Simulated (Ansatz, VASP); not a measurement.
# CaO: VASP beside Ansatz

The input POSCAR:

```
CaO
1.0
    3.3199366349      0.0000000000      0.0000000000
   -1.6599683174      2.8751494647      0.0000000000
    0.0000000000      0.0000000000      5.8143085363
Ca O
2 2
Direct
    0.0000000000      0.0000000000      0.0000000000
    0.0000000000      0.0000000000      0.5000000000
    0.3333333333      0.6666666667      0.2500000000
    0.6666666667      0.3333333333      0.7500000000
```

Contents of INCAR.step1:

```
SYSTEM = CaO
ALGO = Normal ; EDIFF = 1E-4
ENCUT = 520 ; GGA = PE
ISMEAR = 0 ; LASPH = .True.
LCHARG = .False. ; LREAL = .False.
LWAVE = .True. ; NBANDS = 24
NELM = 80 ; PREC = Accurate
SIGMA = 0.01
```

File INCAR.step2:

```
SYSTEM = CaO
ALGO = Normal ; EDIFF = 1E-6
ENCUT = 520 ; ISIF = 2
ISMEAR = 0 ; ISTART = 1
LASPH = .True. ; LCHARG = .False.
LMIXTAU = .True. ; LREAL = .False.
LWAVE = .False. ; METAGGA = R2SCAN
NBANDS = 24 ; NELM = 80
PREC = Accurate ; SIGMA = 0.01
```

Contents of KPOINTS:

```
k-points
0
Gamma
  12 12 4
  0 0 0
```

Input for Ansatz:

```yaml
crystal:
  lattice:
    - [3.3199366349, 0.0, 0.0]
    - [-1.6599683174, 2.8751494647, 0.0]
    - [0.0, 0.0, 5.8143085363]
  atoms:
    - { symbol: Ca, position: [0.0, 0.0, 0.0] }
    - { symbol: Ca, position: [0.0, 0.0, 0.5] }
    - { symbol: O, position: [0.3333333333, 0.6666666667, 0.25] }
    - { symbol: O, position: [0.6666666667, 0.3333333333, 0.75] }
kpoints:
  mp_grid: { grid: [12, 12, 4] }
hamiltonian:
  xc: r2scan
scf:
  occupations: { method: fixed }
output:
  optics: { e_range: [0, 18], de: 0.05, sigma: 0.1, bands: auto }
```

Alike in both runs: task single point; functional r2SCAN; k mesh 12 × 12 × 4; no spin polarisation.

|  | VASP | Ansatz |
| --- | --- | --- |
| version | VASP 6.6.1 | Ansatz 0.2.0 |
| potentials or method | VASP PAW PBE potentials, release 64 (Ca_sv, O) | plane waves, PAW |
| plane-wave cutoff (eV) | 520 | 500 |
| occupations | gaussian, width 0.01 eV | fixed |
| valence electrons in the cell | 32 | 32 |

VASP gave:

```
gap on the k mesh at the Fermi level (eV) : 4.40
```

**Question.** Which values does Ansatz return?

**Answer.** gap on the k mesh at the Fermi level (eV): 4.41.

VASP's potentials were made for PBE, not for r2SCAN.
